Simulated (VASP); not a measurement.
A run of VASP 6.6.1 is set up as follows.

Contents of INCAR:

```
  PREC = Accurate
  ENCUT = 520
  EDIFF = 1E-6
  ISMEAR = 0
  SIGMA = 0.15
  LREAL = False
  LASPH = True
  NELM = 150
  ALGO = Normal
  ISIF = 2
  LWAVE = False
  LCHARG = True
  ISPIN = 2
  MAGMOM = 0 0 0.625
  LORBIT = 11
  NUPDOWN = 0.625
  LMAXMIX = 4
  GGA = CA
  LELF = True
  LVHAR = True
  NBANDS = 20
```

File KPOINTS:

```
Automatic mesh
0
Gamma
  14 14 14
```

File POSCAR:

```
Si2Ni
1.0
    0.0000000000      2.7279671969      2.7279671969
    2.7279671969      0.0000000000      2.7279671969
    2.7279671969      2.7279671969      0.0000000000
Si Ni
2 1
Direct
    0.2500000000      0.2500000000      0.2500000000
    0.7500000000      0.7500000000      0.7500000000
    0.0000000000      0.0000000000      0.0000000000
```

Potentials or basis: VASP PAW LDA potentials, release 64 (Si, Ni).

Run with:

```sh
$ cat potpaw_LDA.64/Si/POTCAR potpaw_LDA.64/Ni/POTCAR > POTCAR
$ mpirun -np 1 vasp_std > vasp.out
```

(1) Predict the pressure.

Results:

(1) -7.2 GPa.

Caveat: the cell stands under tension; the total moment is fixed, so each spin has its own Fermi level.
